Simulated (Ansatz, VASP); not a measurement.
One calculation of Sr, two programs

INCAR

```
SYSTEM = Sr
ALGO = Fast ; EDIFF = 1E-6
ENCUT = 520 ; GGA = PS
ISIF = 2 ; ISMEAR = 0
LASPH = .True. ; LCHARG = .False.
LREAL = .False. ; LWAVE = .False.
NBANDS = 11 ; NELM = 80
PREC = Accurate ; SIGMA = 0.15
```

Contents of KPOINTS:

```
k-points
0
Gamma
  14 14 14
  0 0 0
```

Contents of POSCAR:

```
Sr
1.0
   -2.4613750000      2.4613750000      2.4613750000
    2.4613750000     -2.4613750000      2.4613750000
    2.4613750000      2.4613750000     -2.4613750000
Sr
1
Direct
    0.0000000000      0.0000000000      0.0000000000
```

Input for Ansatz:

```yaml
crystal:
  lattice:
    - [-2.461375, 2.461375, 2.461375]
    - [2.461375, -2.461375, 2.461375]
    - [2.461375, 2.461375, -2.461375]
  atoms:
    - { symbol: Sr, position: [0.0, 0.0, 0.0] }
basis:
  ecutwfc: 420
kpoints:
  mp_grid: { grid: [14, 14, 14] }
hamiltonian:
  xc: pbesol
scf:
  occupations: { method: gaussian, width: 0.15 }
output:
  forces: true
  stress: true
  eigenvalues: true
  write_density: true
  write_potential: true
  elf: true
  volumetric_format: npy
```

Change from the starting cell: strain +0.015 along x and y, +0.015 along z, atoms carried along.

Alike in both runs: task single point; functional PBEsol; k mesh 14 × 14 × 14; occupations gaussian, width 0.15 eV; no spin polarisation.

|  | VASP | Ansatz |
| --- | --- | --- |
| version | VASP 6.6.1 | Ansatz 0.2.0 |
| potentials or method | VASP PAW PBE potentials, release 64 (Sr_sv), cutoff 520 eV | scalar-relativistic, plane waves, PAW |
| valence electrons in the cell | 10 | 10 |

|  | VASP | Ansatz | Ansatz less VASP |
| --- | --- | --- | --- |
| gap on the k mesh at the Fermi level (eV) | none | none | - |
| pressure (GPa) | -1.4 | -1.4 | 0.00 |

VASP's potentials were made for PBE, not for PBEsol. A gap of «none» marks a metal or a gap that the smearing closes.
